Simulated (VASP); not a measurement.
# GaAs (I4/mmm) in VASP: a series of runs, part 2 of 2

VASP 6.6.1.

## (3) Relaxation of cell and atoms, PBE

INCAR reads:

```
SYSTEM = GaAs
PREC = Accurate ; ENCUT = 600
EDIFF = 1E-7 ; ISMEAR = 0
SIGMA = 0.1 ; LREAL = .False.
LASPH = .True. ; NELM = 100
ALGO = Normal ; ISIF = 3
LWAVE = .False. ; LCHARG = .False.
GGA = PE ; IBRION = 2
NSW = 90 ; EDIFFG = -0.04
```

KPOINTS reads:

```
Automatic mesh
0
Gamma
  6 6 6
  0 0 0
```

POSCAR reads:

```
GaAs
1.0
   -1.8180509300      1.8180509300      3.3764252500
    1.8180509300     -1.8180509300      3.3764252500
    1.8180509300      1.8180509300     -3.3764252500
Ga As
1 1
Direct
    0.5000000000      0.5000000000      0.0000000000
    0.0000000000      0.0000000000      0.0000000000
```

Potentials or basis: VASP PAW PBE potentials, release 64 (Ga_d, As).

On the command line:

```
> cat potpaw_PBE.64/Ga_d/POTCAR potpaw_PBE.64/As/POTCAR > POTCAR
> mpirun -np 1 vasp_std > vasp.out
```

OUTCAR:

```text
SYSTEM = GaAs
   PREC = Accurate
   ENCUT = 600
   EDIFF = 1E-7
   ISMEAR = 0
   LREAL = .False.
   LASPH = .True.
   NELM = 100
   ISIF = 3
   GGA = PE
   IBRION = 2
   NSW = 90
   EDIFFG = -0.04

 ion  position               nearest neighbor table
   1  0.500  0.500  0.000-   2 2.57   2 2.57   2 2.57   2 2.57
   2  0.000  0.000  0.000-   1 2.57   1 2.57   1 2.57   1 2.57

  LATTYP: Found a body centered tetragonal cell.
 ALAT       =     3.6361018600
 C/A-ratio  =     1.8571675822

  Lattice vectors:

 A1 = (  -1.8180509300,   1.8180509300,   3.3764252500)
 A2 = (   1.8180509300,  -1.8180509300,   3.3764252500)
 A3 = (   1.8180509300,   1.8180509300,  -3.3764252500)

Analysis of symmetry for initial positions (statically):
=====================================================================
 Subroutine PRICEL returns:
 Original cell was already a primitive cell.

 Routine SETGRP: Setting up the symmetry group for a
 body centered tetragonal supercell.

 Subroutine GETGRP returns: Found 16 space group operations
 (whereof 16 operations were pure point group operations)
 out of a pool of 16 trial point group operations.

The static configuration has the point symmetry D_4h.

Analysis of symmetry for dynamics (positions and initial velocities):
=====================================================================
 Subroutine PRICEL returns:
 Original cell was already a primitive cell.

 Routine SETGRP: Setting up the symmetry group for a
 body centered tetragonal supercell.

 Subroutine GETGRP returns: Found 16 space group operations
 (whereof 16 operations were pure point group operations)
 out of a pool of 16 trial point group operations.

The dynamic configuration has the point symmetry D_4h.

 Subroutine INISYM returns: Found 16 space group operations
 (whereof 16 operations are pure point group operations),
 and found     1 'primitive' translations

----------------------------------------------------------------------------------------

                                     Primitive cell

  volume of cell :      44.6405

  direct lattice vectors                    reciprocal lattice vectors
    -1.818050930  1.818050930  3.376425250     0.000000000  0.275019798  0.148085612
     1.818050930 -1.818050930  3.376425250     0.275019798  0.000000000  0.148085612
     1.818050930  1.818050930 -3.376425250     0.275019798  0.275019798  0.000000000

  length of vectors
     4.243921045  4.243921045  4.243921045     0.312354347  0.312354347  0.388936729

  position of ions in fractional coordinates (direct lattice)
     0.500000000  0.500000000  0.000000000
     0.000000000  0.000000000  0.000000000

  ion indices of the primitive-cell ions
   primitive index   ion index
                 1           1
                 2           2

----------------------------------------------------------------------------------------

 KPOINTS: Automatic mesh

Automatic generation of k-mesh.
 Grid dimensions read from file:
 generate k-points for:    6    6    6

 Generating k-lattice:

  Cartesian coordinates                     Fractional coordinates (reciprocal lattice)
     0.000000000  0.045836633  0.024680935     0.166666667  0.000000000 -0.000000000
     0.045836633  0.000000000  0.024680935     0.000000000  0.166666667 -0.000000000
     0.045836633  0.045836633  0.000000000     0.000000000  0.000000000  0.166666667

  Length of vectors
     0.052059058  0.052059058  0.064822788
[... 57 lines left out ...]
   NSW    =     90    number of steps for IOM
   IBRION =      2    ionic relax: 0-MD 1-quasi-New 2-CG
   NFREE  =      1    steps in history (QN), initial steepest desc. (CG)
   ISIF   =      3    stress and relaxation
   ISYM   =      2    0-nonsym 1-usesym 2-fastsym
   POTIM  = 0.5000    time-step for ionic-motion
   TEBEG  =    0.0;   TEEND  =   0.0 temperature during run
   PSTRESS=    0.0 pullay stress
   NELECT =      18.0000    total number of electrons
   NUPDOWN=      -1.0000    fix difference up-down
   EMIN   =  10.00;   EMAX   =-10.00  energy-range for DOS
   EFERMI =   0.00;   METHOD = LEGACY
   ISMEAR =     0;   SIGMA  =   0.10  broadening in eV -4-tet -1-fermi 0-gaus
   EFERMI_NEDOS =   21; number of points for ismear=-14 and -15
   IALGO  =     38    algorithm
   IMIX   =      4    mixing-type and parameters
     AMIX     =   0.40;   BMIX     =  1.00
     AMIX_MAG =   1.60;   BMIX_MAG =  1.00
  volume/ion in A,a.u.               =      22.32       150.62
  Fermi-wavevector in a.u.,A,eV,Ry     =   1.209454  2.285536 19.902307  1.462778
  Thomas-Fermi vector in A             =   2.345031
   LORBIT       =      0    0 simple, 1 ext, 2 COOP (PROOUT), +10 PAW based schemes
   GGA     = PE    functional components
   LHFCALC =     F    Hartree Fock is set to
   AEXX    =    0.0000 exact exchange contribution
   IVDW    =     0    specifies the selected vdW correction
   LEPSILON=     F    determine dielectric tensor
   LRPA    =     F    only Hartree local field effects (RPA)
 conjugate gradient relaxation of ions
 non-spin polarized calculation
 Gauss-broadening in eV      SIGMA  =   0.10
  energy-cutoff  :      600.00
  volume of cell :       44.64
 maximum number of plane-waves:      1525
 NGX is ok and might be reduce to    36
   NGX = 17   NGY = 17   NGZ = 17

--------------------------------------- Ionic step        1  -------------------------------------------

 number of electron      18.0000004 magnetization

 Free energy of the ion-electron system (eV)
  ---------------------------------------------------
  ext. energy  EPLUGINS =         0.00000000
  ---------------------------------------------------
  free energy    TOTEN  =        -7.28380764 eV

  energy without entropy =       -7.27733177  energy(sigma->0) =       -7.28056971

------------------------ aborting loop because EDIFF is reached ----------------------------------------

  FORCE on cell =-STRESS in cart. coord.  units (eV):
  Direction    XX          YY          ZZ          XY          YZ          ZX
  --------------------------------------------------------------------------------------
  -------------------------------------------------------------------------------------
  Total        0.8927017      0.8927017     -2.0485765      0.0000000      0.0000000      0.0000000
  in kB       32.0396487     32.0396487    -73.5247484      0.0000000      0.0000000      0.0000000
  external PRESSURE =      -3.1484837 kB  Pullay stress =       0.0000000 kB
[... 23 lines left out ...]
--------------------------------------- Ionic step        2  -------------------------------------------

 number of electron      18.0000005 magnetization

 E-fermi :   4.0691     XC(G=0):  -9.9898

 val. band max:        4.0675499318   @ k =   0.5000   0.5000   0.1667
 cond. band min:       4.1511504219   @ k =   0.3333   0.3333   0.1667
 fundamental gap:      0.0836004902
 Fermi energy:         4.0690986888

 k-point     1 :       0.0000    0.0000    0.0000
  band No.  band energies     occupation
      1     -10.8172      2.00000
      2     -10.7423      2.00000
      3     -10.7386      2.00000
      4     -10.7340      2.00000
      5     -10.7340      2.00000
      6      -8.3368      2.00000
      7       3.2629      2.00000
      8       3.4275      2.00000
      9       3.4275      2.00000
     10       4.8250      0.00000
     11       8.4315      0.00000
     12      10.3937      0.00000
     13      10.9374      0.00000
[... 433 lines left out ...]
  FREE ENERGIE OF THE ION-ELECTRON SYSTEM (eV)
  ---------------------------------------------------
  free  energy   TOTEN  =        -7.4779568675 eV

  energy  without entropy=       -7.4740122039  energy(sigma->0) =       -7.47598454

[... ionic steps 4 to 7 ...]

--------------------------------------- Ionic step        8  -------------------------------------------

 number of electron      17.9999997 magnetization

------------------------ aborting loop because EDIFF is reached ----------------------------------------
[... 67 lines left out ...]
--------------------------------------- Ionic step       10  -------------------------------------------

 number of electron      17.9999997 magnetization

 Free energy of the ion-electron system (eV)
  ---------------------------------------------------
  ext. energy  EPLUGINS =         0.00000000
  ---------------------------------------------------
  free energy    TOTEN  =        -7.63278919 eV

  energy without entropy =       -7.62296306  energy(sigma->0) =       -7.62787613

 E-fermi :   5.3420     XC(G=0): -10.5981

 val. band max:        5.3063093777   @ k =   0.0000   0.0000   0.0000
 cond. band min:       5.3624826348   @ k =   0.3333   0.0000  -0.0000
 fundamental gap:      0.0561732571
 Fermi energy:         5.3419942011

 k-point     1 :       0.0000    0.0000    0.0000
  band No.  band energies     occupation
      1      -9.5940      2.00000
      2      -9.5935      2.00000
      3      -9.5752      2.00000
      4      -9.5752      2.00000
      5      -9.5750      2.00000
      6      -7.8395      2.00000
      7       5.1087      1.99903
      8       5.2830      1.59569
      9       5.2830      1.59569
     10       5.3063      1.38620
     11      12.5343      0.00000
     12      12.8371      0.00000
     13      12.8371      0.00000
[... 397 lines left out ...]
  FREE ENERGIE OF THE ION-ELECTRON SYSTEM (eV)
  ---------------------------------------------------
  free  energy   TOTEN  =        -7.6327891896 eV

  energy  without entropy=       -7.6229630643  energy(sigma->0) =       -7.62787613

 reached required accuracy - stopping structural energy minimisation
```

OSZICAR:

```text
N       E                     dE             d eps       ncg     rms          rms(c)
DAV:   1     0.826944266787E+02    0.82694E+02   -0.10126E+04   780   0.214E+03
DAV:   2    -0.130498921232E+01   -0.83999E+02   -0.81267E+02   855   0.354E+02
DAV:   3    -0.728737759207E+01   -0.59824E+01   -0.57780E+01   935   0.736E+01
[... 91 lines left out ...]
DAV:   3    -0.763294634026E+01    0.15557E-02   -0.18402E-03   955   0.820E-01    0.519E-02
DAV:   4    -0.763281050039E+01    0.13584E-03   -0.16479E-04   927   0.177E-01    0.180E-02
DAV:   5    -0.763278936411E+01    0.21136E-04   -0.17351E-05   999   0.639E-02    0.252E-03
DAV:   6    -0.763278923012E+01    0.13399E-06   -0.59902E-07   989   0.120E-02    0.102E-03
DAV:   7    -0.763278918963E+01    0.40489E-07   -0.18299E-08   410   0.138E-03
  10 F= -.76327892E+01 E0= -.76278761E+01  d E =-.108686E-03
```

Wall time 2.6 min (1 thread of Intel Xeon 6975P-C, shared host); peak memory 0.22 GiB.

Results:

* Free energy: -7.6328 eV
* Relaxed volume: 19.58 Å³/atom
* Relaxed cell: a = 3.813 Å, b = 3.813 Å, c = 3.813 Å, α = 120.06°, β = 120.06°, γ = 89.89°
* Space group after relaxing (to 0.05 Å): Fm-3m (No. 225)
* Energy gained by relaxing: 174.5 meV/atom
* Ionic steps: 10
* Pressure after relaxing: 0.2 GPa
* Band gap on the k mesh: zero (band 9 reaches 5.88 eV, above the bottom of band 10 at 2.73 eV)

Step by step:
```tsv
step	energy change (eV)	largest force (eV/Å)	pressure (GPa)	volume (Å³)
1	0.0000	0.0000	-0.31	44.64
2	-0.1203	0.0000	-3.17	44.28
3	-0.1941	0.0000	-4.04	43.91
4	-0.2869	0.0000	-4.98	42.90
5	-0.3475	0.0000	-0.05	39.37
6	-0.3476	0.0000	-0.29	39.49
7	-0.3482	0.0000	-0.31	39.48
8	-0.3489	0.0000	-0.32	39.46
9	-0.3489	0.0000	-0.31	39.45
10	-0.3490	0.0000	0.19	39.17
```

Final structure:
```xyz
2
Lattice="-1.9047 1.9047 2.6989 1.9047 -1.9047 2.6989 1.9047 1.9047 -2.6989" Properties=species:S:1:pos:R:3 pbc="T T T"
Ga    0.0000    0.0000    2.6989
As    0.0000    0.0000    0.0000
```

Levels at points of the mesh, in eV from the Fermi level:
```tsv
k point	band 6	band 7	band 8	band 9	band 10	band 11	band 12	band 13
(0.00, 0.00, 0.00)	-13.18	-0.23	-0.06	-0.06	-0.04	7.19	7.50	7.50
(0.50, 0.00, 0.00)	-10.91	-7.69	0.15	0.16	2.56	2.84	2.85	4.08
(0.50, 0.50, 0.00)	-10.05	-5.56	-3.76	-2.63	-2.61	3.51	9.85	9.92
(0.50, 0.50, 0.50)	-10.07	-5.56	-3.74	-2.61	-2.61	3.52	9.90	9.90
```

Caveat: the k points lie up to 0.39 Å⁻¹ apart in the final cell.
